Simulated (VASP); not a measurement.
**HfN: single point with LDA**

HfN:

```
CELL_PARAMETERS angstrom
0.00000 2.25600 2.25600
2.25600 0.00000 2.25600
2.25600 2.25600 0.00000
ATOMIC_POSITIONS crystal
Hf 0.00000 0.00000 0.00000
N 0.50000 0.50000 0.50000
```

* Program: VASP 6.6.1
* Task: single point
* Functional: LDA
* Potentials or basis: VASP PAW LDA potentials, release 64 (Hf_pv, N)
* Cutoff: 600 eV
* k mesh: 10 × 10 × 10
* Occupations: fermi-dirac, width 0.025 eV
* Spin: no spin polarisation

```
Pressure               : -9.6 GPa
Band gap on the k mesh : zero (an odd number of electrons rules out a gap without spin polarisation)
```

Levels at points of the mesh, in eV from the Fermi level:
```csv
k point,band 6,band 7,band 8,band 9,band 10,band 11
"(0.00, 0.00, 0.00)",-2.99,-2.99,-0.42,-0.42,-0.42,1.89
"(0.50, 0.00, 0.00)",-6.20,-6.20,3.27,3.66,3.66,4.55
"(0.50, 0.50, 0.00)",-3.86,-3.64,-3.64,4.04,5.50,5.50
```

Wall time 16 s on 1 thread of Intel(R) Xeon(R) Platinum 8259CL CPU @ 2.50GHz (Skylake/Cascade Lake), with other jobs on the host, peak memory 0.15 GiB.

Caveat: the cell stands under tension; spin-orbit coupling is left out, which moves the levels of the heavy elements; an odd number of electrons without spin polarisation forces a metal; a magnetic or distorted state may lie lower.
